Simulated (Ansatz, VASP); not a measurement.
Two plane-wave programs on Ga3Se

The input INCAR:

```
ALGO     = Normal         # electronic algorithm
EDIFF    = 1E-6           # SCF threshold, eV
ENCUT    = 520            # plane-wave cutoff, eV
GGA      = PE             # functional
ISIF     = 2              # what is computed and relaxed
ISMEAR   = 0              # smearing method
IVDW     = 12             # dispersion correction
LASPH    = True           # aspherical terms in the spheres
LCHARG   = False          # write CHGCAR
LREAL    = False          # projectors in reciprocal space
LWAVE    = False          # write WAVECAR
NBANDS   = 30             # bands
NELM     = 100            # most SCF steps
PREC     = Accurate       # precision mode
SIGMA    = 0.15           # smearing width, eV
```

Contents of KPOINTS:

```
k-points
0
Gamma
  12 12 12
```

File POSCAR:

```
Ga3Se
1.0
    4.3236103161      0.0324270774      0.0000000000
    0.0324270774      4.3236103161      0.0000000000
    0.0000000000      0.0000000000      4.3236103161
Ga Se
3 1
Direct
    0.0000000000      0.5000000000      0.5000000000
    0.5000000000      0.0000000000      0.5000000000
    0.5000000000      0.5000000000      0.0000000000
    0.0000000000      0.0000000000      0.0000000000
```

Input for Ansatz:

```yaml
crystal:
  lattice:
    - [4.3236103161, 0.0324270774, 0.0]
    - [0.0324270774, 4.3236103161, 0.0]
    - [0.0, 0.0, 4.3236103161]
  atoms:
    - { symbol: Ga, position: [0.0, 0.5, 0.5] }
    - { symbol: Ga, position: [0.5, 0.0, 0.5] }
    - { symbol: Ga, position: [0.5, 0.5, 0.0] }
    - { symbol: Se, position: [0.0, 0.0, 0.0] }
basis:
  ecutwfc: 420
kpoints:
  mp_grid: { grid: [12, 12, 12] }
hamiltonian:
  xc: pbe
  dispersion: d3bj
scf:
  occupations: { method: gaussian, width: 0.15 }
output:
  forces: true
  stress: true
  eigenvalues: true
```

Change from the starting cell: strain +0.0150 x Voigt [0, 0, 0, 0, 0, 1], atoms carried along.

Alike in both runs: task single point; functional PBE; dispersion D3(BJ); k mesh 12 × 12 × 12; occupations gaussian, width 0.15 eV; no spin polarisation.

|  | VASP | Ansatz |
| --- | --- | --- |
| version | VASP 6.6.1 | Ansatz 0.2.0 |
| potentials or method | VASP PAW PBE potentials, release 64 (Ga_d, Se), cutoff 520 eV | scalar-relativistic, plane waves, PAW |
| valence electrons in the cell | 45 | 55 |

VASP gave:

```
gap on the k mesh at the Fermi level (eV)                     : none
pressure (GPa)                                                : 0.2
traceless stress, the component that is largest in VASP (GPa) : -0.05
```

Q: Which values does Ansatz return?

A: gap on the k mesh at the Fermi level (eV): none; pressure (GPa): 0.0; traceless stress, the component that is largest in VASP (GPa): -0.05.

A gap of «none» marks a metal or a gap that the smearing closes. VASP's potentials hold 45 valence electrons a cell and Ansatz's 55, so a difference there can come from the potentials and not from the codes.
